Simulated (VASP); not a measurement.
# AlFe (Pm-3m) in VASP: a series of runs

Runs on AlFe. Level: PBE. Tasks: single point.

Program: VASP 6.6.1. These are calculated values, not measurements. Logs are shortened: lines on timing, memory, paths and dates and some standing lists are left out, and cuts for length are marked.

### Step 1. The cell of the first run

It takes space group Pm-3m (No. 221, cubic). Conventional cell: a = 2.910 Å, b = 2.910 Å, c = 2.910 Å, α = 90.00°, β = 90.00°, γ = 90.00°. Fe (site symmetry m-3m) has 8 Al at 2.52 Å and 6 Fe at 2.91 Å within 3.3 Å. Al (site symmetry m-3m) has 8 Fe at 2.52 Å and 6 Al at 2.91 Å within 3.3 Å.

### Step 2. Single point, PBE, collinear spin, ferromagnetic start

File INCAR:

```
SYSTEM = AlFe
PREC = Accurate ; ENCUT = 520
EDIFF = 1E-7 ; ISMEAR = -1
SIGMA = 0.05 ; LREAL = .FALSE.
LASPH = .TRUE. ; NELM = 150
ALGO = Normal ; ISIF = 2
LWAVE = .FALSE. ; LCHARG = .FALSE.
ISPIN = 2 ; MAGMOM = 2.2 0
LORBIT = 11 ; NUPDOWN = 2.2
LMAXMIX = 4 ; GGA = PE
NBANDS = 16
```

File KPOINTS:

```
Automatic mesh
0
G
  8 8 8
  0 0 0
```

File POSCAR:

```
AlFe
1.0
    2.9100000000      0.0000000000      0.0000000000
    0.0000000000      2.9100000000      0.0000000000
    0.0000000000      0.0000000000      2.9100000000
Fe Al
1 1
Direct
    0.5000000000      0.5000000000      0.5000000000
    0.0000000000      0.0000000000      0.0000000000
```

Potentials or basis: VASP PAW PBE potentials, release 64 (Fe, Al).

Command:

```console
$ cat potpaw_PBE.64/Fe/POTCAR potpaw_PBE.64/Al/POTCAR > POTCAR
$ mpirun -np 1 vasp_std > vasp.out
```

OUTCAR:

```text
SYSTEM = AlFe
   PREC = Accurate
   ENCUT = 520
   EDIFF = 1E-7
   ISMEAR = -1
   LREAL = .FALSE.
   LASPH = .TRUE.
   NELM = 150
   ISIF = 2
   ISPIN = 2
   LORBIT = 11
   NUPDOWN = 2.2
   GGA = PE

 ion  position               nearest neighbor table
   1  0.500  0.500  0.500-   2 2.52   2 2.52   2 2.52   2 2.52   2 2.52   2 2.52   2 2.52   2 2.52

   2  0.000  0.000  0.000-   1 2.52   1 2.52   1 2.52   1 2.52   1 2.52   1 2.52   1 2.52   1 2.52

  LATTYP: Found a simple cubic cell.
 ALAT       =     2.9100000000

  Lattice vectors:

 A1 = (   2.9100000000,   0.0000000000,   0.0000000000)
 A2 = (   0.0000000000,   2.9100000000,   0.0000000000)
 A3 = (   0.0000000000,   0.0000000000,   2.9100000000)

Analysis of symmetry for initial positions (statically):
=====================================================================
 Subroutine PRICEL returns:
 Original cell was already a primitive cell.

 Routine SETGRP: Setting up the symmetry group for a
 simple cubic supercell.

 Subroutine GETGRP returns: Found 48 space group operations
 (whereof 48 operations were pure point group operations)
 out of a pool of 48 trial point group operations.

The static configuration has the point symmetry O_h .

Analysis of symmetry for dynamics (positions and initial velocities):
=====================================================================
 Subroutine PRICEL returns:
 Original cell was already a primitive cell.

 Routine SETGRP: Setting up the symmetry group for a
 simple cubic supercell.

 Subroutine GETGRP returns: Found 48 space group operations
 (whereof 48 operations were pure point group operations)
 out of a pool of 48 trial point group operations.

The dynamic configuration has the point symmetry O_h .

Analysis of structural, dynamic, and magnetic symmetry:
=====================================================================
 Subroutine PRICEL returns:
 Original cell was already a primitive cell.

 Routine SETGRP: Setting up the symmetry group for a
 simple cubic supercell.

 Subroutine GETGRP returns: Found 48 space group operations
 (whereof 48 operations were pure point group operations)
 out of a pool of 48 trial point group operations.

The overall configuration has the point symmetry O_h .

 Subroutine INISYM returns: Found 48 space group operations
 (whereof 48 operations are pure point group operations),
 and found     1 'primitive' translations

----------------------------------------------------------------------------------------

                                     Primitive cell

  volume of cell :      24.6422

  direct lattice vectors                    reciprocal lattice vectors
     2.910000000  0.000000000  0.000000000     0.343642612  0.000000000  0.000000000
     0.000000000  2.910000000  0.000000000     0.000000000  0.343642612  0.000000000
     0.000000000  0.000000000  2.910000000     0.000000000  0.000000000  0.343642612

  length of vectors
     2.910000000  2.910000000  2.910000000     0.343642612  0.343642612  0.343642612

  position of ions in fractional coordinates (direct lattice)
     0.500000000  0.500000000  0.500000000
     0.000000000  0.000000000  0.000000000

  ion indices of the primitive-cell ions
   primitive index   ion index
                 1           1
                 2           2

----------------------------------------------------------------------------------------

 KPOINTS: Automatic mesh

Automatic generation of k-mesh.
 Grid dimensions read from file:
 generate k-points for:    8    8    8

 Generating k-lattice:

  Cartesian coordinates                     Fractional coordinates (reciprocal lattice)
     0.042955326  0.000000000  0.000000000     0.125000000  0.000000000  0.000000000
     0.000000000  0.042955326  0.000000000     0.000000000  0.125000000  0.000000000
     0.000000000  0.000000000  0.042955326     0.000000000  0.000000000  0.125000000

  Length of vectors
     0.042955326  0.042955326  0.042955326

  Shift w.r.t. Gamma in fractional coordinates (k-lattice)
     0.000000000  0.000000000  0.000000000

 Subroutine IBZKPT returns following result:
 ===========================================

 Found     35 irreducible k-points:

 Following reciprocal coordinates:
            Coordinates               Weight
  0.000000  0.000000  0.000000      1.000000
  0.125000  0.000000  0.000000      6.000000
  0.250000  0.000000  0.000000      6.000000
  0.375000  0.000000  0.000000      6.000000
  0.500000  0.000000  0.000000      3.000000
  0.125000  0.125000  0.000000     12.000000
[... 16 lines left out ...]
  0.375000  0.375000  0.125000     24.000000
  0.500000  0.375000  0.125000     24.000000
 [... further k-points ...]
   k-points           NKPTS =     35   k-points in BZ     NKDIM =     35   number of bands    NBANDS=     16
   number of dos      NEDOS =    301   number of ions     NIONS =      2
   total plane-waves  NPLWV =  13824
   dimension x,y,z NGX =    24 NGY =   24 NGZ =   24
   dimension x,y,z NGXF=    48 NGYF=   48 NGZF=   48
   ions per type =               1   1
   NGX,Y,Z   is equivalent  to a cutoff of  13.71, 13.71, 13.71 a.u.
   NGXF,Y,Z  is equivalent  to a cutoff of  27.42, 27.42, 27.42 a.u.
 SYSTEM =  AlFe
   PREC   = accura    normal or accurate (medium, high low for compatibility)
   ISTART =      0    job   : 0-new  1-cont  2-samecut
   ICHARG =      2    charge: 1-file 2-atom 10-const
   ISPIN  =      2    spin polarized calculation?
   LNONCOLLINEAR =      F non collinear calculations
   LSORBIT =      F    spin-orbit coupling
   LASPH  =      T    aspherical Exc in radial PAW
   ENCUT  =  520.0 eV  38.22 Ry    6.18 a.u.   5.41  5.41  5.41*2*pi/ulx,y,z
   NELM   =    150;   NELMIN=  2; NELMDL= -5     # of ELM steps
   EDIFF  = 0.1E-06   stopping-criterion for ELM
   LREAL  =      F    real-space projection
   EDIFFG = 0.1E-05   stopping-criterion for IOM
   NSW    =      0    number of steps for IOM
   IBRION =     -1    ionic relax: 0-MD 1-quasi-New 2-CG
   NFREE  =      0    steps in history (QN), initial steepest desc. (CG)
   ISIF   =      2    stress and relaxation
   ISYM   =      2    0-nonsym 1-usesym 2-fastsym
   POTIM  = 0.5000    time-step for ionic-motion
   TEBEG  =    0.0;   TEEND  =   0.0 temperature during run
   PSTRESS=    0.0 pullay stress
   NELECT =      11.0000    total number of electrons
   NUPDOWN=       2.2000    fix difference up-down
   EMIN   =  10.00;   EMAX   =-10.00  energy-range for DOS
   EFERMI =   0.00;   METHOD = LEGACY
   ISMEAR =    -1;   SIGMA  =   0.05  broadening in eV -4-tet -1-fermi 0-gaus
   EFERMI_NEDOS =   21; number of points for ismear=-14 and -15
   IALGO  =     38    algorithm
   IMIX   =      4    mixing-type and parameters
     AMIX     =   0.40;   BMIX     =  1.00
     AMIX_MAG =   1.60;   BMIX_MAG =  1.00
  volume/ion in A,a.u.               =      12.32        83.15
  Fermi-wavevector in a.u.,A,eV,Ry     =   1.251160  2.364349 21.298567  1.565401
  Thomas-Fermi vector in A             =   2.385120
   LORBIT       =     11    0 simple, 1 ext, 2 COOP (PROOUT), +10 PAW based schemes
   GGA     = PE    functional components
   LHFCALC =     F    Hartree Fock is set to
   AEXX    =    0.0000 exact exchange contribution
   IVDW    =     0    specifies the selected vdW correction
   LEPSILON=     F    determine dielectric tensor
   LRPA    =     F    only Hartree local field effects (RPA)
 spin polarized calculation
  energy-cutoff  :      520.00
  volume of cell :       24.64
 maximum number of plane-waves:       691
 NGX is ok and might be reduce to    24
   NGX = 11   NGY = 11   NGZ = 11

 number of electron      10.9999992 magnetization       2.1999997

 Free energy of the ion-electron system (eV)
  ---------------------------------------------------
  ext. energy  EPLUGINS =         0.00000000
  ---------------------------------------------------
  free energy    TOTEN  =       -12.35649479 eV

  energy without entropy =      -12.33663521  energy(sigma->0) =      -12.34656500

 E-fermi :   7.9330     XC(G=0): -11.9647

 val. band max:        8.5303212339   @ k =   0.5000   0.3750   0.3750
 cond. band min:       7.9358586152   @ k =   0.3750   0.3750   0.0000
 fundamental gap:     -0.5944626187
 Fermi energy:         8.6861068667

 spin component 1

 k-point     1 :       0.0000    0.0000    0.0000
  band No.  band energies     occupation
      1      -2.6085      1.00000
      2       4.6330      1.00000
      3       4.6330      1.00000
      4       6.5499      1.00000
      5       6.5499      1.00000
      6       6.5499      1.00000
[... 8 lines left out ...]
     15      28.8904      0.00000
     16      30.8431      0.00000
[... 419 lines left out ...]
 k-point    24 :       0.5000    0.3750    0.1250
  band No.  band energies     occupation
      1       2.5291      1.00000
      2       4.0117      1.00000
      3       4.9371      1.00000
      4       5.4195      1.00000
      5       6.2816      1.00000
      6       6.6458      1.00000
[... 8 lines left out ...]
     15      27.4242      0.00000
     16      28.7196      0.00000

 [... further k-points ...]

 spin component 2

 k-point     1 :       0.0000    0.0000    0.0000
  band No.  band energies     occupation
      1      -2.4762      1.00000
      2       6.1721      1.00000
      3       6.1721      1.00000
      4       8.6905      0.00000
      5       8.6905      0.00000
      6       8.6905      0.00000
[... 8 lines left out ...]
     15      29.1128      0.00000
     16      30.8928      0.00000
[... 419 lines left out ...]
 k-point    24 :       0.5000    0.3750    0.1250
  band No.  band energies     occupation
      1       3.0592      1.00000
      2       4.5003      1.00000
      3       5.8830      1.00000
      4       6.9004      1.00000
      5       8.0951      0.03766
      6       8.1654      0.00950
[... 8 lines left out ...]
     15      27.7726      0.00000
     16      28.8096      0.00000

 [... further k-points ...]
[... 5 lines left out ...]
  --------------------------------------------------------------------------------------
  -------------------------------------------------------------------------------------
  Total        1.0487914      1.0487914      1.0487914      0.0000000      0.0000000     -0.0000000
  in kB       68.1900081     68.1900081     68.1900081      0.0000000      0.0000000     -0.0000000
  external PRESSURE =      68.1900081 kB  Pullay stress =       0.0000000 kB

 VOLUME and BASIS-vectors are now :
 -----------------------------------------------------------------------------
  energy-cutoff  :      520.00
  volume of cell :       24.64
      direct lattice vectors                 reciprocal lattice vectors
     2.910000000  0.000000000  0.000000000     0.343642612  0.000000000  0.000000000
     0.000000000  2.910000000  0.000000000     0.000000000  0.343642612  0.000000000
     0.000000000  0.000000000  2.910000000     0.000000000  0.000000000  0.343642612

 POSITION                                       TOTAL-FORCE (eV/Angst)
 -----------------------------------------------------------------------------------
      1.45500      1.45500      1.45500         0.000000      0.000000      0.000000
      0.00000      0.00000      0.00000         0.000000      0.000000      0.000000
 -----------------------------------------------------------------------------------
    total drift:                                0.000000     -0.000000     -0.000000

  FREE ENERGIE OF THE ION-ELECTRON SYSTEM (eV)
  ---------------------------------------------------
  free  energy   TOTEN  =       -12.3564947890 eV

  energy  without entropy=      -12.3366352139  energy(sigma->0) =      -12.34656500

 total charge

# of ion       s       p       d       tot
------------------------------------------
    1        0.440   0.502   6.363   7.306
    2        0.397   0.438   0.000   0.835
--------------------------------------------------
tot          0.837   0.941   6.363   8.141

 magnetization (x)

# of ion       s       p       d       tot
------------------------------------------
    1        0.023   0.042   2.143   2.208
    2       -0.016  -0.015   0.000  -0.031
--------------------------------------------------
tot          0.007   0.027   2.143   2.177
```

Run time: 17 s. Hardware: 1 thread of Intel Xeon Platinum 8488C (Sapphire Rapids), shared host; peak memory 0.15 GiB.

Results:

```yaml
Free_energy: -12.3565 eV
Pressure: 6.8 GPa
Net_moment: 2.20 μB per cell
Site_moments: Fe +2.21; Al -0.03 μB
Valence_electrons_inside_the_program's_atomic_spheres: Fe 7.31; Al 0.83
```

Caveat: the total moment is fixed, so each spin has its own Fermi level.

### Step 3. Single point, PBE, collinear spin, ferromagnetic start

File INCAR:

```
PREC = Accurate
ENCUT = 520
EDIFF = 1E-6
ISMEAR = -1
SIGMA = 0.05
LREAL = False
LASPH = True
NELM = 150
ALGO = Normal
ISIF = 2
LWAVE = False
LCHARG = False
ISPIN = 2
MAGMOM = 3 0
LORBIT = 11
NUPDOWN = 3.0
LMAXMIX = 4
GGA = PE
NBANDS = 16
```

File KPOINTS:

```
regular mesh
0
Gamma
  8 8 8
```

POSCAR is that of step 2.

Potentials or basis: VASP PAW PBE potentials, release 64 (Fe, Al).

Command:

```console
$ cat potpaw_PBE.64/Fe/POTCAR potpaw_PBE.64/Al/POTCAR > POTCAR
$ mpirun -np 1 vasp_std > vasp.out
```

It took 16 s on 1 thread of Intel Xeon Platinum 8488C (Sapphire Rapids), shared host; peak memory 0.15 GiB.

It converged, with:

```
Free energy                                           : -11.7220 eV
Pressure                                              : 16.5 GPa
Net moment                                            : 3.00 μB per cell
Site moments                                          : Fe +2.79; Al +0.01 μB
Valence electrons inside the program's atomic spheres : Fe 7.25; Al 0.84
```

Caveat: the total moment is fixed, so each spin has its own Fermi level.

[end of part 1 of 2]
